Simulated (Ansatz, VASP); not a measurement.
# Two plane-wave programs on Hg

INCAR

```
ALGO = Normal
EDIFF = 1E-6
ENCUT = 500
GGA = PE
GGA_COMPAT = False
ISIF = 2
ISMEAR = 0
LASPH = True
LCHARG = False
LREAL = False
LWAVE = False
NBANDS = 12
NELM = 120
PREC = Accurate
SIGMA = 0.1
```

File KPOINTS:

```
k-points
0
Gamma
  6 6 6
```

The input POSCAR:

```
Hg
1.0
    2.1078432841     -1.9303466397      0.0000000000
    2.1078432841      1.9303466397      0.0000000000
   -0.3290451625      0.0000000000      2.8681698806
Hg
1
Direct
    0.5000000000      0.5000000000      0.5000000000
```

Input for Ansatz:

```yaml
crystal:
  lattice:
    - [2.1078432841, -1.9303466397, 0.0]
    - [2.1078432841, 1.9303466397, 0.0]
    - [-0.3290451625, 0.0, 2.8681698806]
  atoms:
    - { symbol: Hg, position: [0.5, 0.5, 0.5] }
basis:
  ecutwfc: 420
kpoints:
  mp_grid: { grid: [6, 6, 6] }
hamiltonian:
  xc: pbe
scf:
  occupations: { method: gaussian, width: 0.1 }
output:
  forces: true
  stress: true
  eigenvalues: true
```

Alike in both runs: task single point; functional PBE; k mesh 6 × 6 × 6; occupations gaussian, width 0.1 eV; no spin polarisation.

|  | VASP | Ansatz |
| --- | --- | --- |
| version | VASP 6.6.1 | Ansatz 0.2.0 |
| potentials or method | VASP PAW PBE potentials, release 64 (Hg), cutoff 500 eV | scalar-relativistic, plane waves, PAW |
| valence electrons in the cell | 12 | 20 |

|  | VASP | Ansatz | Ansatz less VASP |
| --- | --- | --- | --- |
| gap on the k mesh at the Fermi level (eV) | none | none | - |
| pressure (GPa) | 10.5 | 9.9 | -0.59 |
| traceless stress, the component that is largest in VASP (GPa) | -1.07 | -1.02 | +0.055 |

A gap of «none» marks a metal or a gap that the smearing closes. The functional is the same, so the differences come from potentials, cutoffs and numerics. VASP's potentials hold 12 valence electrons a cell and Ansatz's 20, so a difference there can come from the potentials and not from the codes.

The k mesh is coarse, so the values compare programs but aren't converged. Neither program's run includes spin-orbit coupling.
